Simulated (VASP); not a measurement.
Set up this calculation in VASP 6.6.1, as the native input.

```yaml
Task: single point
Functional: r2SCAN
Potentials_or_basis: VASP PAW PBE potentials, release 64 (B, N)
Cutoff: 520 eV
k_mesh: 8 × 8 × 8
Occupations: gaussian, width 0.01 eV
Spin: no spin polarisation
Dipole_correction: no
Further_INCAR_settings: ALGO = Normal; EDIFF = 1e-06; NBANDS = 11
```

The system is BN.

```
B N
1.0
     0.00000    1.74583    1.74583
     1.74583    0.00000    1.74583
     1.74583    1.74583    0.00000
B N
1 1
Cartesian
  0.0000 0.0000 0.0000
  1.7458 1.7458 1.7458
```

The input as run:

POSCAR

```
BN
1.0
    0.0000000000      1.7458259350      1.7458259350
    1.7458259350      0.0000000000      1.7458259350
    1.7458259350      1.7458259350      0.0000000000
B N
1 1
Direct
    0.0000000000      0.0000000000      0.0000000000
    0.5000000000      0.5000000000      0.5000000000
```

INCAR.step1

```
SYSTEM = BN
PREC     = Accurate       ! precision mode
ENCUT    = 520            ! plane-wave cutoff, eV
ISMEAR   = 0              ! smearing method
SIGMA    = 0.01           ! smearing width, eV
LREAL    = .FALSE.        ! projectors in reciprocal space
LASPH    = .TRUE.         ! aspherical terms in the spheres
NELM     = 80             ! most SCF steps
NBANDS   = 11             ! bands
GGA      = PE             ! functional
ALGO     = Normal         ! electronic algorithm
EDIFF    = 1E-4           ! SCF threshold, eV
LWAVE    = .TRUE.         ! write WAVECAR
LCHARG   = .FALSE.        ! write CHGCAR
```

INCAR.step2

```
SYSTEM = BN
PREC     = Accurate       ! precision mode
ENCUT    = 520            ! plane-wave cutoff, eV
EDIFF    = 1E-6           ! SCF threshold, eV
ISMEAR   = 0              ! smearing method
SIGMA    = 0.01           ! smearing width, eV
LREAL    = .FALSE.        ! projectors in reciprocal space
LASPH    = .TRUE.         ! aspherical terms in the spheres
NELM     = 80             ! most SCF steps
ALGO     = Normal         ! electronic algorithm
ISIF     = 2              ! what is computed and relaxed
LWAVE    = .FALSE.        ! write WAVECAR
LCHARG   = .TRUE.         ! write CHGCAR
METAGGA  = R2SCAN         ! meta-GGA
LMIXTAU  = .TRUE.       
LELF     = .TRUE.         ! ELF
LVHAR    = .TRUE.       
NBANDS   = 11             ! bands
ISTART   = 1
```

KPOINTS

```
Automatic mesh
0
G
  8 8 8
  0 0 0
```

Potentials or basis: VASP PAW PBE potentials, release 64 (B, N).

Launch:

```sh
$ cat potpaw_PBE.64/B/POTCAR potpaw_PBE.64/N/POTCAR > POTCAR
$ cp INCAR.step1 INCAR
$ mpirun -np 1 vasp_std > vasp.out
$ cp INCAR.step2 INCAR
$ mpirun -np 1 vasp_std > vasp.out
```

It gave:

```
Pressure               : 0.4 GPa
Band gap on the k mesh : 1.48 eV, indirect (least direct gap 6.51 eV)
```

Caveat: the PAW data sets were made with another functional, which shifts forces and pressure a little.

It used 10 s of CPU time on 1 thread of Intel Xeon 6975P-C (shared host).
